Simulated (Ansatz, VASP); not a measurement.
# Two plane-wave programs on Mg4Br

```
Mg Br
1.0
     7.09752    0.00000    0.00000
     0.00000    7.09752    0.00000
     0.00000    0.00000    3.02386
Mg Br
4 1
Direct
  0.70415 0.00000 0.50000
  0.29585 0.00000 0.50000
  0.00000 0.70415 0.50000
  0.00000 0.29585 0.50000
  0.50000 0.50000 0.50000
```

Alike in both runs: functional PBE; k mesh 4 × 4 × 6; occupations gaussian, width 0.1 eV; no spin polarisation.

Ansatz relaxed the structure, and its values are those at the end. VASP's run is a single point on that final structure, the one shown.

|  | VASP | Ansatz |
| --- | --- | --- |
| version | VASP 6.6.1 | Ansatz 0.2.0 |
| potentials or method | VASP PAW PBE potentials, release 64 (Mg, Br), cutoff 520 eV | scalar-relativistic, plane waves, PAW |
| valence electrons in the cell | 15 | 47 |

```csv
,VASP,Ansatz,Ansatz less VASP
gap on the k mesh at the Fermi level (eV),none,none,-
pressure (GPa),0.0,0.0,+0.04
```

A gap of «none» marks a metal or a gap that the smearing closes. With one functional, cell and mesh, what is left measures potentials, basis and numerics. VASP's potentials hold 15 valence electrons a cell and Ansatz's 47, so a difference there can come from the potentials and not from the codes.
